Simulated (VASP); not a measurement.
The system is Nb.

```xyz
1
Lattice="-1.6588 1.6588 1.6588 1.6588 -1.6588 1.6588 1.6588 1.6588 -1.6588" Properties=species:S:1:pos:R:3 pbc="T T T"
Nb    0.0000    0.0000    0.0000
```

Program: VASP 6.6.1. Alike in all runs: potentials or basis VASP PAW PBE potentials, release 64 (Nb_sv); no spin polarisation; cell as given.

Question: Order these runs on this cell by their pressure, lowest first.
A. level PBE+D4; k mesh 10 × 10 × 10; cutoff (eV) 500; smearing fermi-dirac 0.042 eV
B. level PBE+U; U Nb d U = 3.2 eV, J = 0.44 eV; k mesh 5 × 5 × 5; cutoff (eV) 400; smearing methfessel-paxton 0.1 eV; LDAUTYPE 1; hund's J 0.44
C. level PBE; k mesh 4 × 4 × 4; cutoff (eV) 500; smearing gaussian 0.1 eV
D. level PBE; k mesh 3 × 3 × 3; cutoff (eV) 500; smearing gaussian 0.1 eV
E. level PBE; k mesh 2 × 2 × 2; cutoff (eV) 500; smearing gaussian 0.1 eV

Answer: E (-22.1 GPa), A (-4.0 GPa), D (-2.5 GPa), C (2.1 GPa), B (4.5 GPa).

Caveats: some runs use coarse meshes; pairwise dispersion overbinds metals, which lowers pressure and volume (some runs); U without spin polarisation on a metal has little footing (some runs); the U is typed as a test and isn't derived for this compound (some runs).
